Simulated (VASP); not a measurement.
# HfN (C222_1) in VASP: a series of runs

HfN is run at these levels: PBEsol; tasks: single point.

All numbers are computed with VASP 6.6.1; they aren't measurements. Logs are shortened: lines on timing, memory, paths and dates and some standing lists are left out, and cuts for length are marked.

**1. The cell of the first run**

The structure is orthorhombic, space group C222_1 (No. 20). The conventional cell has a = 4.867 Å, b = 4.867 Å, c = 4.867 Å, α = 90.00°, β = 90.00°, γ = 90.00°. Within 2.8 Å of Hf (site symmetry 2) lie 4 N at 2.10 to 2.14 Å. N (site symmetry 2) has 4 Hf at 2.10 to 2.14 Å within 2.8 Å.

**2. Single point, PBEsol (mode 4 (121.3 1/cm) frozen in, largest displacement -0.150 Å)**

Input file INCAR:

```
SYSTEM = HfN
PREC = Accurate
ENCUT = 520
EDIFF = 1E-6
ISMEAR = 0
SIGMA = 0.15
LREAL = .False.
LASPH = .True.
NELM = 60
ALGO = Normal
ISIF = 2
LWAVE = .False.
LCHARG = .False.
GGA = PS
NBANDS = 23
```

Input file KPOINTS:

```
Automatic mesh
0
Gamma
  18 18 12
  0 0 0
```

Input file POSCAR:

```
HfN
1.0
    0.0000000000     -2.4335341244     -2.4335341244
    0.0000000000      2.4335341244     -2.4335341244
    4.8670682487      0.0000000000      0.0000000000
Hf N
2 2
Direct
    0.5308193747      0.5308193747      0.5000000000
   -0.0308193747     -0.0308193747      0.0000000000
    0.0237490556      0.4762509444      0.2500000000
    0.4762509444      0.0237490556      0.7500000000
```

Potentials or basis: VASP PAW PBE potentials, release 64 (Hf_pv, N).

Command:

```sh
> cat potpaw_PBE.64/Hf_pv/POTCAR potpaw_PBE.64/N/POTCAR > POTCAR
> mpirun -np 1 vasp_std > vasp.out
```

OUTCAR:

```text
SYSTEM = HfN
   PREC = Accurate
   ENCUT = 520
   EDIFF = 1E-6
   ISMEAR = 0
   LREAL = .False.
   LASPH = .True.
   NELM = 60
   ISIF = 2
   GGA = PS

 ion  position               nearest neighbor table
   1  0.531  0.531  0.500-   3 2.10   4 2.10   4 2.14   3 2.14   2 3.24   2 3.24   2 3.45   2 3.45
                             2 3.45   2 3.45   2 3.66   2 3.66
   2  0.969  0.969  0.000-   3 2.10   4 2.10   4 2.14   3 2.14   1 3.24   1 3.24   1 3.45   1 3.45
                             1 3.45   1 3.45   1 3.66   1 3.66
   3  0.024  0.476  0.250-   1 2.10   2 2.10   1 2.14   2 2.14
   4  0.476  0.024  0.750-   1 2.10   2 2.10   1 2.14   2 2.14

  LATTYP: Found a simple tetragonal cell.
 ALAT       =     3.4415369632
 C/A-ratio  =     1.4142135623

  Lattice vectors:

 A1 = (   0.0000000000,  -2.4335341244,  -2.4335341244)
 A2 = (   0.0000000000,   2.4335341244,  -2.4335341244)
 A3 = (   4.8670682487,   0.0000000000,   0.0000000000)

Analysis of symmetry for initial positions (statically):
=====================================================================
 Subroutine PRICEL returns:
 Original cell was already a primitive cell.

 Routine SETGRP: Setting up the symmetry group for a
 simple tetragonal supercell.

 Subroutine GETGRP returns: Found  4 space group operations
 (whereof  2 operations were pure point group operations)
 out of a pool of 16 trial point group operations.

The static configuration has the point symmetry C_2 .
 The point group associated with its full space group is D_2 .

Analysis of symmetry for dynamics (positions and initial velocities):
=====================================================================
 Subroutine PRICEL returns:
 Original cell was already a primitive cell.

 Routine SETGRP: Setting up the symmetry group for a
 simple tetragonal supercell.

 Subroutine GETGRP returns: Found  4 space group operations
 (whereof  2 operations were pure point group operations)
 out of a pool of 16 trial point group operations.

The dynamic configuration has the point symmetry C_2 .
 The point group associated with its full space group is D_2 .

 Subroutine INISYM returns: Found  4 space group operations
 (whereof  2 operations are pure point group operations),
 and found     1 'primitive' translations

----------------------------------------------------------------------------------------

                                     Primitive cell

  volume of cell :      57.6464

  direct lattice vectors                    reciprocal lattice vectors
     0.000000000 -2.433534124 -2.433534124     0.000000000 -0.205462498 -0.205462498
     0.000000000  2.433534124 -2.433534124     0.000000000  0.205462498 -0.205462498
     4.867068249  0.000000000  0.000000000     0.205462498  0.000000000  0.000000000

  length of vectors
     3.441536963  3.441536963  4.867068249     0.290567851  0.290567851  0.205462498

  position of ions in fractional coordinates (direct lattice)
     0.530819375  0.530819375  0.500000000
     0.969180625  0.969180625  0.000000000
     0.023749056  0.476250944  0.250000000
     0.476250944  0.023749056  0.750000000

  ion indices of the primitive-cell ions
   primitive index   ion index
                 1           1
                 2           2
                 3           3
                 4           4

----------------------------------------------------------------------------------------

 KPOINTS: Automatic mesh

Automatic generation of k-mesh.
 Grid dimensions read from file:
 generate k-points for:   18   18   12

 Generating k-lattice:

  Cartesian coordinates                     Fractional coordinates (reciprocal lattice)
     0.000000000 -0.011414583 -0.011414583     0.055555556  0.000000000  0.000000000
     0.000000000  0.011414583 -0.011414583     0.000000000  0.055555556  0.000000000
     0.017121875  0.000000000  0.000000000     0.000000000  0.000000000  0.083333333

  Length of vectors
     0.016142658  0.016142658  0.017121875

  Shift w.r.t. Gamma in fractional coordinates (k-lattice)
     0.000000000  0.000000000  0.000000000

 Subroutine IBZKPT returns following result:
 ===========================================

 Found    637 irreducible k-points:

 Following reciprocal coordinates:
            Coordinates               Weight
  0.000000  0.000000  0.000000      1.000000
  0.055556  0.000000  0.000000      4.000000
  0.111111  0.000000  0.000000      4.000000
  0.166667  0.000000  0.000000      4.000000
  0.222222  0.000000  0.000000      4.000000
  0.277778  0.000000  0.000000      4.000000
[... 16 lines left out ...]
  0.388889  0.055556  0.000000      4.000000
 -0.055556  0.388889  0.000000      4.000000
 [... further k-points ...]
   k-points           NKPTS =    637   k-points in BZ     NKDIM =    637   number of bands    NBANDS=     23
   number of dos      NEDOS =    301   number of ions     NIONS =      4
   total plane-waves  NPLWV =  28224
   dimension x,y,z NGX =    28 NGY =   28 NGZ =   36
   dimension x,y,z NGXF=    56 NGYF=   56 NGZF=   72
   ions per type =               2   2
   NGX,Y,Z   is equivalent  to a cutoff of  13.53, 13.53, 12.30 a.u.
   NGXF,Y,Z  is equivalent  to a cutoff of  27.05, 27.05, 24.59 a.u.
 SYSTEM =  HfN
   PREC   = accura    normal or accurate (medium, high low for compatibility)
   ISTART =      0    job   : 0-new  1-cont  2-samecut
   ICHARG =      2    charge: 1-file 2-atom 10-const
   ISPIN  =      1    spin polarized calculation?
   LNONCOLLINEAR =      F non collinear calculations
   LSORBIT =      F    spin-orbit coupling
   LASPH  =      T    aspherical Exc in radial PAW
   ENCUT  =  520.0 eV  38.22 Ry    6.18 a.u.   6.40  6.40  9.05*2*pi/ulx,y,z
   NELM   =     60;   NELMIN=  2; NELMDL= -5     # of ELM steps
   EDIFF  = 0.1E-05   stopping-criterion for ELM
   LREAL  =      F    real-space projection
   EDIFFG = 0.1E-04   stopping-criterion for IOM
   NSW    =      0    number of steps for IOM
   IBRION =     -1    ionic relax: 0-MD 1-quasi-New 2-CG
   NFREE  =      0    steps in history (QN), initial steepest desc. (CG)
   ISIF   =      2    stress and relaxation
   ISYM   =      2    0-nonsym 1-usesym 2-fastsym
   POTIM  = 0.5000    time-step for ionic-motion
   TEBEG  =    0.0;   TEEND  =   0.0 temperature during run
   PSTRESS=    0.0 pullay stress
   NELECT =      30.0000    total number of electrons
   NUPDOWN=      -1.0000    fix difference up-down
   EMIN   =  10.00;   EMAX   =-10.00  energy-range for DOS
   EFERMI =   0.00;   METHOD = LEGACY
   ISMEAR =     0;   SIGMA  =   0.15  broadening in eV -4-tet -1-fermi 0-gaus
   EFERMI_NEDOS =   21; number of points for ismear=-14 and -15
   IALGO  =     38    algorithm
   IMIX   =      4    mixing-type and parameters
     AMIX     =   0.40;   BMIX     =  1.00
     AMIX_MAG =   1.60;   BMIX_MAG =  1.00
  volume/ion in A,a.u.               =      14.41        97.25
  Fermi-wavevector in a.u.,A,eV,Ry     =   1.316814  2.488418 23.592495  1.733999
  Thomas-Fermi vector in A             =   2.446900
   LORBIT       =      0    0 simple, 1 ext, 2 COOP (PROOUT), +10 PAW based schemes
   GGA     = PS    functional components
   LHFCALC =     F    Hartree Fock is set to
   AEXX    =    0.0000 exact exchange contribution
   IVDW    =     0    specifies the selected vdW correction
   LEPSILON=     F    determine dielectric tensor
   LRPA    =     F    only Hartree local field effects (RPA)
 non-spin polarized calculation
 Gauss-broadening in eV      SIGMA  =   0.15
  energy-cutoff  :      520.00
  volume of cell :       57.65
 maximum number of plane-waves:      1578
 NGX is ok and might be reduce to    28
   NGX = 13   NGY = 13   NGZ = 19

 number of electron      30.0000004 magnetization

 Free energy of the ion-electron system (eV)
  ---------------------------------------------------
  ext. energy  EPLUGINS =         0.00000000
  ---------------------------------------------------
  free energy    TOTEN  =       -44.30923539 eV

  energy without entropy =      -44.29377701  energy(sigma->0) =      -44.30150620

 E-fermi :   5.7277     XC(G=0): -11.5286

 val. band max:        5.7229837537   @ k =   0.2778   0.1667   0.0000
 cond. band min:       5.7297054684   @ k =   0.3333   0.3333   0.4167
 fundamental gap:      0.0067217146
 Fermi energy:         5.7277275624

 k-point     1 :       0.0000    0.0000    0.0000
  band No.  band energies     occupation
      1     -25.7131      2.00000
      2     -25.3588      2.00000
      3     -25.3446      2.00000
      4     -25.1914      2.00000
      5     -25.1681      2.00000
      6     -25.1534      2.00000
[... 15 lines left out ...]
     22      10.8594      0.00000
     23      12.2933      0.00000

 k-point     2 :       0.0556    0.0000    0.0000
  band No.  band energies     occupation
      1     -25.7090      2.00000
      2     -25.3626      2.00000
      3     -25.3461      2.00000
      4     -25.1976      2.00000
      5     -25.1725      2.00000
      6     -25.1560      2.00000
[... 15 lines left out ...]
     22      10.9249      0.00000
     23      12.3390      0.00000

 k-point     3 :       0.1111    0.0000    0.0000
  band No.  band energies     occupation
      1     -25.6971      2.00000
      2     -25.3792      2.00000
      3     -25.3442      2.00000
      4     -25.2225      2.00000
      5     -25.1783      2.00000
      6     -25.1639      2.00000
[... 15 lines left out ...]
     22      11.1364      0.00000
     23      12.4244      0.00000
[... 495 lines left out ...]
 k-point    23 :       0.3889    0.0556    0.0000
  band No.  band energies     occupation
      1     -25.6041      2.00000
      2     -25.5046      2.00000
      3     -25.4682      2.00000
      4     -25.2884      2.00000
      5     -25.2706      2.00000
      6     -25.2135      2.00000
[... 15 lines left out ...]
     22      11.7987      0.00000
     23      12.1099      0.00000

 k-point    24 :      -0.0556    0.3889    0.0000
  band No.  band energies     occupation
      1     -25.6060      2.00000
      2     -25.5025      2.00000
      3     -25.4697      2.00000
      4     -25.2901      2.00000
      5     -25.2696      2.00000
      6     -25.2113      2.00000
[... 15 lines left out ...]
     22      11.7884      0.00000
     23      12.0635      0.00000

 [... further k-points ...]
[... 5 lines left out ...]
  --------------------------------------------------------------------------------------
  -------------------------------------------------------------------------------------
  Total       -0.1125193     -0.7327258     -0.6912421      0.0000000      0.0000000      0.0000000
  in kB       -3.1272707    -20.3647814    -19.2118175      0.0000000      0.0000000      0.0000000
  external PRESSURE =     -14.2346232 kB  Pullay stress =       0.0000000 kB

 VOLUME and BASIS-vectors are now :
 -----------------------------------------------------------------------------
  energy-cutoff  :      520.00
  volume of cell :       57.65
      direct lattice vectors                 reciprocal lattice vectors
     0.000000000 -2.433534124 -2.433534124     0.000000000 -0.205462498 -0.205462498
     0.000000000  2.433534124 -2.433534124     0.000000000  0.205462498 -0.205462498
     4.867068249  0.000000000  0.000000000     0.205462498  0.000000000  0.000000000

 POSITION                                       TOTAL-FORCE (eV/Angst)
 -----------------------------------------------------------------------------------
      2.43353      0.00000     -2.58353         0.000000      0.000000      1.488033
      0.00000      0.00000     -4.71707         0.000000      0.000000     -1.488033
      1.21677      1.10118     -1.21677         0.000000      0.124932      0.000000
      3.65030     -1.10118     -1.21677        -0.000000     -0.124932      0.000000
 -----------------------------------------------------------------------------------
    total drift:                                0.000000     -0.000000      0.000000

  FREE ENERGIE OF THE ION-ELECTRON SYSTEM (eV)
  ---------------------------------------------------
  free  energy   TOTEN  =       -44.3092353935 eV

  energy  without entropy=      -44.2937770080  energy(sigma->0) =      -44.30150620
```

Run time: 9.2 min. Hardware: 1 thread of Oxide Virtual Turin-like, shared host; peak memory 0.71 GiB.

What came out:

| Property | Result |
| --- | --- |
| Free energy | -44.3092 eV |
| Pressure | -1.4 GPa |
| Largest force | 1.488 eV/Å |
| Band gap on the k mesh | zero (band 15 reaches 7.25 eV, above the bottom of band 16 at 4.52 eV) |

Forces in eV/Å, atoms in the order of the input:
```
Hf   0.000  0.000  1.488
Hf   0.000  0.000 -1.488
N    0.000  0.125  0.000
N    0.000 -0.125  0.000
```

Caveat: the cell differs from its parent crystal (mode 4 (121.3 1/cm) frozen in, largest displacement -0.150 Å); the PAW data sets were made with another functional, which shifts forces and pressure a little; spin-orbit coupling is left out, which moves the levels of the heavy elements.

**3. Single point, PBEsol (mode 4 (121.3 1/cm) frozen in, largest displacement +0.075 Å)**

Input file INCAR:

```
PREC = Accurate
ENCUT = 520
EDIFF = 1E-7
ISMEAR = 0
SIGMA = 0.15
LREAL = F
LASPH = T
NELM = 100
ALGO = Normal
ISIF = 2
LWAVE = F
LCHARG = F
GGA = PS
NBANDS = 23
```

Input file KPOINTS:

```
Automatic mesh
0
Gamma
  18 18 12
```

Input file POSCAR:

```
HfN
1.0
    0.0000000000     -2.4335341244     -2.4335341244
    0.0000000000      2.4335341244     -2.4335341244
    4.8670682487      0.0000000000      0.0000000000
Hf N
2 2
Direct
    0.4845903127      0.4845903127      0.5000000000
    0.0154096873      0.0154096873      0.0000000000
   -0.0118745278      0.5118745278      0.2500000000
    0.5118745278     -0.0118745278      0.7500000000
```

Potentials or basis: VASP PAW PBE potentials, release 64 (Hf_pv, N).

Command:

```sh
> cat potpaw_PBE.64/Hf_pv/POTCAR potpaw_PBE.64/N/POTCAR > POTCAR
> mpirun -np 1 vasp_std > vasp.out
```

Wall time 10 min (1 thread of Oxide Virtual Turin-like, shared host); peak memory 0.72 GiB.

Results (log left out):

| Quantity | Value |
| --- | --- |
| Free energy | -44.4857 eV |
| Pressure | -1.0 GPa |
| Largest force | 0.736 eV/Å |
| Band gap on the k mesh | zero (band 15 reaches 7.36 eV, above the bottom of band 16 at 4.49 eV) |

Forces in eV/Å, atoms in the order of the input:
```
Hf   0.000  0.000 -0.736
Hf   0.000  0.000  0.736
N    0.000 -0.053  0.000
N    0.000  0.053  0.000
```

Stress tensor (GPa, compression positive):
```
-0.69  0.00  0.00
 0.00 -1.13  0.00
 0.00  0.00 -1.08
```

Levels at points of the mesh, in eV from the Fermi level:
| k point | band 13 | band 14 | band 15 | band 16 | band 17 | band 18 |
| --- | --- | --- | --- | --- | --- | --- |
| (0.00, 0.00, 0.00) | -3.64 | -3.57 | -1.13 | -0.69 | 2.21 | 2.23 |
| (0.50, 0.00, 0.00) | -4.87 | -4.55 | 0.96 | 1.00 | 1.23 | 1.30 |
| (0.50, 0.50, 0.00) | -3.59 | -3.42 | -1.16 | -1.14 | 2.21 | 2.22 |
| (0.00, 0.00, 0.50) | -4.72 | -4.72 | -0.22 | -0.22 | 2.60 | 2.60 |
| (0.50, 0.00, 0.50) | -4.84 | -4.84 | 1.57 | 1.57 | 2.60 | 2.60 |
| (0.50, 0.50, 0.50) | -3.57 | -3.57 | -1.30 | -1.30 | 1.45 | 1.45 |

Caveat: the cell differs from its parent crystal (mode 4 (121.3 1/cm) frozen in, largest displacement +0.075 Å); the PAW data sets were made with another functional, which shifts forces and pressure a little; spin-orbit coupling is left out, which moves the levels of the heavy elements.
